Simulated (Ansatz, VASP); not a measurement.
## Two plane-wave programs on MoS2

INCAR

```
ALGO = Normal ; EDIFF = 1E-6
ENCUT = 520 ; GGA = PE
ISIF = 2 ; ISMEAR = -1
LASPH = True ; LCHARG = False
LREAL = False ; LWAVE = False
NBANDS = 35 ; NELM = 100
PREC = Accurate ; SIGMA = 0.05
```

File KPOINTS:

```
k-points
0
Gamma
  10 10 2
```

Contents of POSCAR:

```
MoS2
1.0
    3.2264481230      0.0000000000      0.0000000000
   -1.6132240615      2.7941860385      0.0000000000
    0.0000000000      0.0000000000     21.9557060374
Mo S
2 4
Direct
    0.3333333333      0.6666666667      0.8511602300
    0.6666666667      0.3333333333      0.1488397700
    0.6666666667      0.3333333333      0.7796253900
    0.3333333333      0.6666666667      0.0772510000
    0.6666666667      0.3333333333      0.9227490000
    0.3333333333      0.6666666667      0.2203746100
```

The input input.yaml:

```yaml
crystal:
  lattice:
    - [3.226448123, 0.0, 0.0]
    - [-1.6132240615, 2.7941860385, 0.0]
    - [0.0, 0.0, 21.9557060374]
  atoms:
    - { symbol: Mo, position: [0.3333333333, 0.6666666667, 0.85116023] }
    - { symbol: Mo, position: [0.6666666667, 0.3333333333, 0.14883977] }
    - { symbol: S, position: [0.6666666667, 0.3333333333, 0.77962539] }
    - { symbol: S, position: [0.3333333333, 0.6666666667, 0.077251] }
    - { symbol: S, position: [0.6666666667, 0.3333333333, 0.922749] }
    - { symbol: S, position: [0.3333333333, 0.6666666667, 0.22037461] }
hamiltonian:
  xc: pbe
  pseudopotentials: { kind: paw }
kpoints:
  mp_grid: { grid: [10, 10, 2] }
scf:
  occupations: { method: fermi_dirac, width: 0.05 }
output:
  forces: true
  stress: true
  eigenvalues: true
```

Alike in both runs: task single point; functional PBE; k mesh 10 × 10 × 2; occupations fermi-dirac, width 0.05 eV; no spin polarisation.

```csv
,VASP,Ansatz
version,VASP 6.6.1,Ansatz 0.2.0
potentials or method,"VASP PAW PBE potentials, release 64 (Mo_sv, S)",Ansatz PAW
plane-wave cutoff (eV),520,420
valence electrons in the cell,52,52
```

```tsv
	VASP	Ansatz	Ansatz less VASP
gap on the k mesh at the Fermi level (eV)	1.34	1.33	-0.013
least direct gap on the mesh (eV)	1.79	1.79	-0.003
rms of the force components (eV/Å)	0.198	0.193	-0.0046
```

Atom by atom the forces differ by 0.005 eV/Å (rms over components). The functional is the same, so the differences come from potentials, cutoffs and numerics.
